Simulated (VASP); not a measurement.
# SnTe (F-43m) in VASP: notebook

The runs below take SnTe through single point, with HSE06, r2SCAN.

Everything below comes from runs of VASP 6.6.1. Logs are shortened: lines on timing, memory, paths and dates and some standing lists are left out, and cuts for length are marked.

## (1) The cell of the first run

Symmetry: F-43m, No. 216, cubic system. The conventional cell has a = 7.317 Å, b = 7.317 Å, c = 7.317 Å, α = 90.00°, β = 90.00°, γ = 90.00°. Within 4.2 Å of Te (site symmetry -43m) lie 4 Sn at 3.17 Å. Within 4.2 Å of Sn (site symmetry -43m) lie 4 Te at 3.17 Å.

## (2) Single point, HSE06

The input, POSCAR:

```
SnTe
1.0
    0.0000000000      3.6586665285      3.6586665285
    3.6586665285      0.0000000000      3.6586665285
    3.6586665285      3.6586665285      0.0000000000
Te Sn
1 1
Direct
    0.2500000000      0.2500000000      0.2500000000
    0.0000000000      0.0000000000      0.0000000000
```

The input, INCAR.step1:

```
  ALGO = Normal
  EDIFF = 1E-5
  ENCUT = 520
  GGA = PE
  ISIF = 2
  ISMEAR = -1
  LASPH = True
  LCHARG = False
  LREAL = False
  LWAVE = True
  NBANDS = 17
  NELM = 60
  PREC = Accurate
  SIGMA = 0.05
```

The input, INCAR.step2:

```
  ALGO = Normal
  EDIFF = 1E-7
  ENCUT = 520
  GGA = PE
  HFSCREEN = 0.2079
  ISIF = 2
  ISMEAR = -1
  ISTART = 1
  LASPH = True
  LCHARG = False
  LHFCALC = True
  LREAL = False
  LWAVE = False
  NBANDS = 17
  NELM = 60
  PREC = Accurate
  PRECFOCK = Normal
  SIGMA = 0.05
```

The input, KPOINTS:

```
k-points
0
Gamma
  4 4 4
```

Potentials or basis: VASP PAW PBE potentials, release 64 (Te, Sn_d).

Command:

```sh
> cat potpaw_PBE.64/Te/POTCAR potpaw_PBE.64/Sn_d/POTCAR > POTCAR
> cp INCAR.step1 INCAR
> mpirun -np 1 vasp_std > vasp.out
> cp INCAR.step2 INCAR
> mpirun -np 1 vasp_std > vasp.out
```

OUTCAR:

```text
EDIFF = 1E-7
   ENCUT = 520
   GGA = PE
   HFSCREEN = 0.2079
   ISIF = 2
   ISMEAR = -1
   ISTART = 1
   LASPH = True
   LHFCALC = True
   LREAL = False
   NELM = 60
   PREC = Accurate
   PRECFOCK = Normal

 ion  position               nearest neighbor table
   1  0.250  0.250  0.250-   2 3.17   2 3.17   2 3.17   2 3.17
   2  0.000  0.000  0.000-   1 3.17   1 3.17   1 3.17   1 3.17

  LATTYP: Found a face centered cubic cell.
 ALAT       =     7.3173330570

  Lattice vectors:

 A1 = (   0.0000000000,   3.6586665285,   3.6586665285)
 A2 = (   3.6586665285,   0.0000000000,   3.6586665285)
 A3 = (   3.6586665285,   3.6586665285,   0.0000000000)

Analysis of symmetry for initial positions (statically):
=====================================================================
 Subroutine PRICEL returns:
 Original cell was already a primitive cell.

 Routine SETGRP: Setting up the symmetry group for a
 face centered cubic supercell.

 Subroutine GETGRP returns: Found 24 space group operations
 (whereof 24 operations were pure point group operations)
 out of a pool of 48 trial point group operations.

The static configuration has the point symmetry T_d .

Analysis of symmetry for dynamics (positions and initial velocities):
=====================================================================
 Subroutine PRICEL returns:
 Original cell was already a primitive cell.

 Routine SETGRP: Setting up the symmetry group for a
 face centered cubic supercell.

 Subroutine GETGRP returns: Found 24 space group operations
 (whereof 24 operations were pure point group operations)
 out of a pool of 48 trial point group operations.

The dynamic configuration has the point symmetry T_d .

 Subroutine INISYM returns: Found 24 space group operations
 (whereof 24 operations are pure point group operations),
 and found     1 'primitive' translations

----------------------------------------------------------------------------------------

                                     Primitive cell

  volume of cell :      97.9487

  direct lattice vectors                    reciprocal lattice vectors
     0.000000000  3.658666528  3.658666528    -0.136661813  0.136661813  0.136661813
     3.658666528  0.000000000  3.658666528     0.136661813 -0.136661813  0.136661813
     3.658666528  3.658666528  0.000000000     0.136661813  0.136661813 -0.136661813

  length of vectors
[... 70 lines left out ...]
   NFREE  =      0    steps in history (QN), initial steepest desc. (CG)
   ISIF   =      2    stress and relaxation
   ISYM   =      3    0-nonsym 1-usesym 2-fastsym
   POTIM  = 0.5000    time-step for ionic-motion
   TEBEG  =    0.0;   TEEND  =   0.0 temperature during run
   PSTRESS=    0.0 pullay stress
   NELECT =      20.0000    total number of electrons
   NUPDOWN=      -1.0000    fix difference up-down
   EMIN   =  10.00;   EMAX   =-10.00  energy-range for DOS
   EFERMI =   0.00;   METHOD = LEGACY
   ISMEAR =    -1;   SIGMA  =   0.05  broadening in eV -4-tet -1-fermi 0-gaus
   EFERMI_NEDOS =   21; number of points for ismear=-14 and -15
   IALGO  =     38    algorithm
   IMIX   =      1    mixing-type and parameters
     AMIX     =   0.40;   BMIX     =  1.00
     AMIX_MAG =   1.60;   BMIX_MAG =  1.00
  volume/ion in A,a.u.               =      48.97       330.50
  Fermi-wavevector in a.u.,A,eV,Ry     =   0.964018  1.821731 12.644323  0.929332
  Thomas-Fermi vector in A             =   2.093614
   LORBIT       =      0    0 simple, 1 ext, 2 COOP (PROOUT), +10 PAW based schemes
   GGA     = PE    functional components
   LHFCALC =     T    Hartree Fock is set to
   PRECFOCK=normal    Normal, Fast or Accurate (Low or Medium for compatibility)
   ENCUT4O =  -1.0   cutoff for four orbital integrals eV
   NKREDX  =     1    reduce k-point grid by
   NKREDY  =     1    reduce k-point grid by
   NKREDZ  =     1    reduce k-point grid by
   AEXX    =    0.2500 exact exchange contribution
   HFSCREEN=    0.2079 screening length (either q_TF or 0.3 A-1)
   HFSCREENC=   0.2079 screening length for correlation (either q_TF or 0.3 A-1)
   ENCUTFOCK=  -1.0 apply spherical cutoff to Coloumb kernel
   IVDW    =     0    specifies the selected vdW correction
   LEPSILON=     F    determine dielectric tensor
   LRPA    =     F    only Hartree local field effects (RPA)
 non-spin polarized calculation
  energy-cutoff  :      520.00
  volume of cell :       97.95
 maximum number of plane-waves:      2685
 NGX is ok and might be reduce to    40
  NGX = 30; NGY = 30; NGZ = 30

 number of electron      19.9999993 magnetization

 Free energy of the ion-electron system (eV)
  ---------------------------------------------------
  ext. energy  EPLUGINS =         0.00000000
  ---------------------------------------------------
  free energy    TOTEN  =        -8.41433167 eV

  energy without entropy =       -8.41375506  energy(sigma->0) =       -8.41404336

 E-fermi :   2.8887     XC(G=0):  -6.1639

 val. band max:        2.6255995425   @ k =  -0.2500   0.5000   0.2500
 cond. band min:       3.1176045487   @ k =   0.5000   0.5000   0.0000
 fundamental gap:      0.4920050062
 Fermi energy:         2.8886845145

 k-point     1 :       0.0000    0.0000    0.0000
  band No.  band energies     occupation
      1     -21.4944      2.00000
      2     -21.4944      2.00000
      3     -21.4944      2.00000
      4     -21.4856      2.00000
      5     -21.4856      2.00000
      6      -9.8883      2.00000
[... 137 lines left out ...]
      4     -21.4860      2.00000
      5     -21.4853      2.00000
      6      -9.0870      2.00000
[... 9 lines left out ...]
     16      11.1044      0.00000
     17      11.1248      0.00000

------------------------ aborting loop because EDIFF is reached ----------------------------------------

  FORCE on cell =-STRESS in cart. coord.  units (eV):
  Direction    XX          YY          ZZ          XY          YZ          ZX
  --------------------------------------------------------------------------------------
  -------------------------------------------------------------------------------------
  Total       -0.9704043     -0.9704043     -0.9704043     -0.0000000     -0.0000000     -0.0000000
  in kB      -15.8732127    -15.8732127    -15.8732127     -0.0000000     -0.0000000     -0.0000000
  external PRESSURE =     -15.8732127 kB  Pullay stress =       0.0000000 kB

 VOLUME and BASIS-vectors are now :
 -----------------------------------------------------------------------------
  energy-cutoff  :      520.00
  volume of cell :       97.95
      direct lattice vectors                 reciprocal lattice vectors
     0.000000000  3.658666528  3.658666528    -0.136661813  0.136661813  0.136661813
     3.658666528  0.000000000  3.658666528     0.136661813 -0.136661813  0.136661813
     3.658666528  3.658666528  0.000000000     0.136661813  0.136661813 -0.136661813

 POSITION                                       TOTAL-FORCE (eV/Angst)
 -----------------------------------------------------------------------------------
      1.82933      1.82933      1.82933        -0.000000     -0.000000     -0.000000
      0.00000      0.00000      0.00000         0.000000      0.000000      0.000000
 -----------------------------------------------------------------------------------
    total drift:                               -0.000000     -0.000002     -0.000002

  FREE ENERGIE OF THE ION-ELECTRON SYSTEM (eV)
  ---------------------------------------------------
  free  energy   TOTEN  =        -8.4143316708 eV

  energy  without entropy=       -8.4137550564  energy(sigma->0) =       -8.41404336
```

Wall time 16 min (1 thread of AMD EPYC 9R45 (Zen 5), shared host); peak memory 0.32 GiB.

What came out:

- Free energy: -8.4143 eV
- Pressure: -1.6 GPa
- Band gap on the k mesh: 0.49 eV (least direct gap 1.19 eV)

Levels at points of the mesh, in eV from the valence-band top:
```tsv
k point	band 6	band 7	band 8	band 9	band 10	band 11	band 12	band 13	band 14	band 15
(0.00, 0.00, 0.00)	-12.51	-5.70	-2.12	-2.12	-2.12	1.43	1.43	1.43	4.55	7.04
(0.50, 0.00, 0.00)	-11.95	-7.62	-2.67	-2.67	-2.13	2.26	2.26	3.81	6.15	6.87
(0.50, 0.50, 0.00)	-11.72	-8.01	-3.35	-3.35	-0.70	0.49	4.39	4.39	5.91	6.85
```

Caveat: the PAW data sets were made with another functional, which shifts forces and pressure a little; spin-orbit coupling is left out, which moves the levels of the heavy elements.

## (3) Single point, HSE06

This run uses another cell than the first one, of 49.92 Å³/atom.

The input, POSCAR:

```
SnTe
1.0
    0.0000000000      3.6819707652      3.6819707652
    3.6819707652      0.0000000000      3.6819707652
    3.6819707652      3.6819707652      0.0000000000
Te Sn
1 1
Direct
    0.2500000000      0.2500000000      0.2500000000
    0.0000000000      0.0000000000      0.0000000000
```

The input, INCAR.step1:

```
PREC = Accurate
ENCUT = 520
EDIFF = 1E-5
ISMEAR = -1
SIGMA = 0.05
LREAL = False
LASPH = True
NELM = 80
ALGO = Normal
ISIF = 2
LWAVE = True
GGA = PE
NBANDS = 17
```

The input, INCAR.step2:

```
PREC = Accurate
ENCUT = 520
EDIFF = 1E-7
ISMEAR = -1
SIGMA = 0.05
LREAL = False
LASPH = True
NELM = 80
ALGO = Normal
ISIF = 2
LWAVE = False
LCHARG = True
GGA = PE
LHFCALC = True
HFSCREEN = 0.2079
PRECFOCK = Normal
LELF = True
LVHAR = True
ISTART = 1
NBANDS = 17
```

The input, KPOINTS:

```
Automatic mesh
0
Gamma
  4 4 4
```

Potentials or basis: VASP PAW PBE potentials, release 64 (Te, Sn_d).

Command:

```sh
> cat potpaw_PBE.64/Te/POTCAR potpaw_PBE.64/Sn_d/POTCAR > POTCAR
> cp INCAR.step1 INCAR
> mpirun -np 1 vasp_std > vasp.out
> cp INCAR.step2 INCAR
> mpirun -np 1 vasp_std > vasp.out
```

Run time: 15 min. Hardware: 1 thread of AMD EPYC 9R45 (Zen 5), shared host; peak memory 0.33 GiB.

Results (log left out):

- Free energy: -8.3937 eV
- Pressure: -2.0 GPa
- Band gap on the k mesh: 0.55 eV (least direct gap 1.22 eV)

Levels at points of the mesh, in eV from the valence-band top:
| k point | band 7 | band 8 | band 9 | band 10 | band 11 | band 12 | band 13 | band 14 |
| --- | --- | --- | --- | --- | --- | --- | --- | --- |
| (0.00, 0.00, 0.00) | -5.73 | -2.05 | -2.05 | -2.05 | 1.47 | 1.47 | 1.47 | 4.57 |
| (0.50, 0.00, 0.00) | -7.55 | -2.58 | -2.58 | -2.08 | 2.29 | 2.29 | 3.76 | 6.18 |
| (0.50, 0.50, 0.00) | -7.93 | -3.24 | -3.24 | -0.67 | 0.55 | 4.35 | 4.35 | 5.91 |

Caveat: the PAW data sets were made with another functional, which shifts forces and pressure a little; spin-orbit coupling is left out, which moves the levels of the heavy elements. A k mesh can miss the band edges.

## (4) Single point, r2SCAN

This run uses another cell than the first one, of 28.70 Å³/atom.

The input, POSCAR:

```
SnTe
1.0
    0.0000000000      3.0618394915      3.0618394915
    3.0618394915      0.0000000000      3.0618394915
    3.0618394915      3.0618394915      0.0000000000
Te Sn
1 1
Direct
    0.2500000000      0.2500000000      0.2500000000
    0.0000000000      0.0000000000      0.0000000000
```

The input, INCAR.step1:

```
SYSTEM = SnTe
PREC = Accurate ; ENCUT = 520
ISMEAR = -1 ; SIGMA = 0.05
LREAL = .False. ; LASPH = .True.
NELM = 80 ; NBANDS = 17
GGA = PE ; ALGO = Normal
EDIFF = 1E-4 ; LWAVE = .True.
LCHARG = .False.
```

The input, INCAR.step2:

```
SYSTEM = SnTe
PREC = Accurate ; ENCUT = 520
EDIFF = 1E-6 ; ISMEAR = -1
SIGMA = 0.05 ; LREAL = .False.
LASPH = .True. ; NELM = 80
ALGO = Normal ; ISIF = 2
LWAVE = .False. ; LCHARG = .True.
METAGGA = R2SCAN ; LMIXTAU = .True.
LELF = .True. ; LVHAR = .True.
NBANDS = 17 ; ISTART = 1
```

The input, KPOINTS:

```
regular mesh
0
Gamma
  7 7 7
  0 0 0
```

Potentials or basis: VASP PAW PBE potentials, release 64 (Te, Sn_d).

Command:

```sh
> cat potpaw_PBE.64/Te/POTCAR potpaw_PBE.64/Sn_d/POTCAR > POTCAR
> cp INCAR.step1 INCAR
> mpirun -np 1 vasp_std > vasp.out
> cp INCAR.step2 INCAR
> mpirun -np 1 vasp_std > vasp.out
```

OUTCAR:

```text
SYSTEM = SnTe
   PREC = Accurate
   ENCUT = 520
   EDIFF = 1E-6
   ISMEAR = -1
   LREAL = .False.
   LASPH = .True.
   NELM = 80
   ISIF = 2
   METAGGA = R2SCAN
   ISTART = 1

 ion  position               nearest neighbor table
   1  0.250  0.250  0.250-   2 2.65   2 2.65   2 2.65   2 2.65
   2  0.000  0.000  0.000-   1 2.65   1 2.65   1 2.65   1 2.65

  LATTYP: Found a face centered cubic cell.
 ALAT       =     6.1236789830

  Lattice vectors:

[... 578 lines left out ...]

------------------------ aborting loop because EDIFF is reached ----------------------------------------

  FORCE on cell =-STRESS in cart. coord.  units (eV):
  Direction    XX          YY          ZZ          XY          YZ          ZX
  --------------------------------------------------------------------------------------
  -------------------------------------------------------------------------------------
  Total       10.7632896     10.7632896     10.7632896      0.0000000      0.0000000      0.0000000
  in kB      300.3850768    300.3850768    300.3850768      0.0000000      0.0000000      0.0000000
  external PRESSURE =     300.3850768 kB  Pullay stress =       0.0000000 kB

 VOLUME and BASIS-vectors are now :
 -----------------------------------------------------------------------------
  energy-cutoff  :      520.00
  volume of cell :       57.41
      direct lattice vectors                 reciprocal lattice vectors
     0.000000000  3.061839491  3.061839491    -0.163300526  0.163300526  0.163300526
     3.061839491  0.000000000  3.061839491     0.163300526 -0.163300526  0.163300526
     3.061839491  3.061839491  0.000000000     0.163300526  0.163300526 -0.163300526

 POSITION                                       TOTAL-FORCE (eV/Angst)
 -----------------------------------------------------------------------------------
      1.53092      1.53092      1.53092        -0.000000      0.000000      0.000000
      0.00000      0.00000      0.00000         0.000000     -0.000000     -0.000000
 -----------------------------------------------------------------------------------
    total drift:                                0.000002      0.000002      0.000001

  FREE ENERGIE OF THE ION-ELECTRON SYSTEM (eV)
  ---------------------------------------------------
  free  energy   TOTEN  =       -47.8463273573 eV

  energy  without entropy=      -47.8344293698  energy(sigma->0) =      -47.84037836
```

OSZICAR.step1:

```text
N       E                     dE             d eps       ncg     rms          rms(c)
DAV:   1     0.134312253850E+03    0.13431E+03   -0.96804E+03   681   0.141E+03
DAV:   2     0.707955786863E+01   -0.12723E+03   -0.12415E+03   761   0.346E+02
DAV:   3    -0.447440220954E+01   -0.11554E+02   -0.11416E+02   808   0.910E+01
DAV:   4    -0.480284835258E+01   -0.32845E+00   -0.32801E+00   859   0.164E+01
DAV:   5    -0.481496692224E+01   -0.12119E-01   -0.12118E-01   977   0.297E+00    0.146E+01
DAV:   6    -0.476024638250E+01    0.54721E-01   -0.41971E-02   817   0.111E+00    0.885E+00
DAV:   7    -0.474150055515E+01    0.18746E-01   -0.54072E-02   772   0.109E+00    0.395E-01
DAV:   8    -0.474050307179E+01    0.99748E-03   -0.55563E-03   736   0.437E-01    0.250E-01
DAV:   9    -0.474054424010E+01   -0.41168E-04   -0.41924E-04   879   0.112E-01
   1 F= -.47405442E+01 E0= -.47336078E+01  d E =-.138729E-01
```

Wall time 36 s (1 thread of AMD EPYC 9R45 (Zen 5), shared host); peak memory 0.16 GiB.

Results:

```yaml
Free_energy: -47.8463 eV
Pressure: 30.0 GPa
Band_gap_on_the_k_mesh: zero (bands 10 and 11 overlap by 1.03 eV)
```

Levels at points of the mesh, in eV from the Fermi level:
| k point | band 7 | band 8 | band 9 | band 10 | band 11 | band 12 | band 13 | band 14 |
| --- | --- | --- | --- | --- | --- | --- | --- | --- |
| (0.00, 0.00, 0.00) | -3.43 | -3.43 | -3.43 | -3.13 | 0.38 | 0.38 | 0.38 | 4.32 |

Caveat: the cell stands under pressure; the PAW data sets were made with another functional, which shifts forces and pressure a little; spin-orbit coupling is left out, which moves the levels of the heavy elements.

## (5) Single point, r2SCAN

This run uses another cell than the first one, of 31.56 Å³/atom.

The input, POSCAR:

```
SnTe
1.0
    0.0000000000      3.1600731689      3.1600731689
    3.1600731689      0.0000000000      3.1600731689
    3.1600731689      3.1600731689      0.0000000000
Te Sn
1 1
Direct
    0.2500000000      0.2500000000      0.2500000000
    0.0000000000      0.0000000000      0.0000000000
```

The input, INCAR.step1:

```
SYSTEM = SnTe
PREC = Accurate
ENCUT = 520
ISMEAR = -1
SIGMA = 0.05
LREAL = .FALSE.
LASPH = .TRUE.
NELM = 80
NBANDS = 17
GGA = PE
ALGO = Normal
EDIFF = 1E-4
LWAVE = .TRUE.
LCHARG = .FALSE.
```

The input, INCAR.step2:

```
SYSTEM = SnTe
PREC = Accurate
ENCUT = 520
EDIFF = 1E-6
ISMEAR = -1
SIGMA = 0.05
LREAL = .FALSE.
LASPH = .TRUE.
NELM = 80
ALGO = Normal
ISIF = 2
LWAVE = .FALSE.
LCHARG = .FALSE.
METAGGA = R2SCAN
LMIXTAU = .TRUE.
NBANDS = 17
ISTART = 1
```

The input, KPOINTS:

```
regular mesh
0
G
  7 7 7
  0 0 0
```

Command:

```sh
> cat potpaw_PBE.64/Te/POTCAR potpaw_PBE.64/Sn_d/POTCAR > POTCAR
> cp INCAR.step1 INCAR
> mpirun -np 1 vasp_std > vasp.out
> cp INCAR.step2 INCAR
> mpirun -np 1 vasp_std > vasp.out
```

Run time: 59 s. Hardware: 1 thread of AMD EPYC 9R45 (Zen 5), shared host; peak memory 0.19 GiB.

It converged, with:

```
Free energy            : -48.7287 eV
Pressure               : 20.0 GPa
Band gap on the k mesh : zero (bands 10 and 11 overlap by 0.78 eV)
```

Levels at points of the mesh, in eV from the Fermi level:
```csv
k point,band 6,band 7,band 8,band 9,band 10,band 11,band 12,band 13,band 14,band 15
"(0.00, 0.00, 0.00)",-14.91,-3.68,-3.23,-3.23,-3.23,0.52,0.52,0.52,4.29,6.69
```

Caveat: the cell stands under pressure; semilocal functionals underestimate gaps, and a narrow one can read as zero; the PAW data sets were made with another functional, which shifts forces and pressure a little; spin-orbit coupling is left out, which moves the levels of the heavy elements.

## (6) Overview

| level | cell | k mesh | grid for exact exchange (PRECFOCK) | share of exact exchange | screening parameter | gap on the mesh (eV) | pressure (GPa) |
| --- | --- | --- | --- | --- | --- | --- | --- |
| HSE06 | a = 5.174 Å, angles 60.0°, 2 atoms | 4 × 4 × 4 | Normal | 0.25 | 0.2079 1/Å | 0.49 | -1.6 |
| HSE06 | a = 5.207 Å, angles 60.0°, 2 atoms | 4 × 4 × 4 | Normal | 0.25 | 0.2079 1/Å | 0.55 | -2.0 |
| r2SCAN | a = 4.330 Å, angles 60.0°, 2 atoms | 7 × 7 × 7 | - | - | - | none | 30.0 |
| r2SCAN | a = 4.469 Å, angles 60.0°, 2 atoms | 7 × 7 × 7 | - | - | - | none | 20.0 |

Alike in all rows: task single point; potentials or basis VASP PAW PBE potentials, release 64 (Te, Sn_d); no spin polarisation; cutoff (eV) 520; smearing fermi-dirac 0.05 eV.

Caveats: the PAW data sets were made with another functional, which shifts forces and pressure a little; spin-orbit coupling is left out, which moves the levels of the heavy elements; the cell stands under pressure (at least some runs); semilocal functionals underestimate gaps, and a narrow one can read as zero (at least some runs).

Absolute energies hang on the potentials; compare differences alone.

The gap in the log of VASP goes by the Fermi energy; the results here count the filled bands.